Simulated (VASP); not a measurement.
Write the native input for VASP 6.6.1 that does the following.

```yaml
Task: single point
Functional: PBEsol
Potentials_or_basis: VASP PAW PBE potentials, release 64 (Be, C)
Cutoff: 600 eV
k_mesh: 10 × 10 × 10
Occupations: gaussian, width 0.01 eV
Spin: no spin polarisation
Dipole_correction: no
Further_INCAR_settings: ALGO = Normal; EDIFF = 1e-06; NBANDS = 11
```

The structure of Be2C lies in POSCAR:

```
Be2C
1.0
    2.1323692849      2.1323692849      0.0000000000
   -2.1323692849      2.1323692849      0.0000000000
    0.0000000000      2.1323692849      2.1323692849
Be C
2 1
Direct
    0.2500000000      0.7500000000      0.5000000000
    0.7500000000      0.2500000000      0.5000000000
    0.0000000000      0.0000000000      0.0000000000
```

The input as run:

INCAR

```
PREC = Accurate
ENCUT = 600
EDIFF = 1E-6
ISMEAR = 0
SIGMA = 0.01
LREAL = False
LASPH = True
NELM = 120
ALGO = Normal
ISIF = 2
LWAVE = False
LCHARG = True
GGA = PS
LELF = True
LVHAR = True
NBANDS = 11
GGA_COMPAT = False
```

KPOINTS

```
regular mesh
0
Gamma
  10 10 10
```

Potentials or basis: VASP PAW PBE potentials, release 64 (Be, C).

The run is started by

```bash
$ cat potpaw_PBE.64/Be/POTCAR potpaw_PBE.64/C/POTCAR > POTCAR
$ mpirun -np 1 vasp_std > vasp.out
```

Results of the run:

```
Pressure               : 7.6 GPa
Band gap on the k mesh : 1.08 eV, indirect (least direct gap 4.17 eV)
```

Caveat: the PAW data sets were made with another functional, which shifts forces and pressure a little.

Wall time 9.2 s on 1 thread of AMD EPYC 7R43 64-Core Processor (Zen 3), on a shared host, peak memory 0.1 GiB.
